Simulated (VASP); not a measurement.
Here is a VASP 6.6.1 calculation.

File INCAR:

```
PREC = Accurate
ENCUT = 520
EDIFF = 1E-7
ISMEAR = 0
SIGMA = 0.05
LREAL = False
LASPH = True
NELM = 80
ALGO = Normal
ISIF = 2
LWAVE = False
LCHARG = False
GGA = PS
NBANDS = 6
```

File KPOINTS:

```
Automatic mesh
0
Gamma
  10 10 26
```

The input POSCAR:

```
H
1.0
    2.5833977704      0.0000000000      0.0000000000
    0.0000000000      2.6496387389      0.0000000000
    0.0000000000      0.0000000000      0.9804929200
H
1
Direct
    0.0000000000      0.0000000000      0.5000000000
```

Potentials or basis: VASP PAW PBE potentials, release 64 (H).

Command:

```console
$ cat potpaw_PBE.64/H/POTCAR > POTCAR
$ mpirun -np 1 vasp_std > vasp.out
```

Question: What does it give for the band gap on the k mesh?

Answer: Zero (an odd number of electrons rules out a gap without spin polarisation).

Question: Predict the pressure.

Answer: 1.8 GPa.

Stress tensor (GPa, compression positive):
```
2.00 0.00 0.00
0.00 1.40 0.00
0.00 0.00 1.91
```

Caveat: the cell differs from its parent crystal (strain -0.0250 x Voigt [1, 0, 0, 0, 0, 0]); the PAW data sets were made with another functional, which shifts forces and pressure a little.
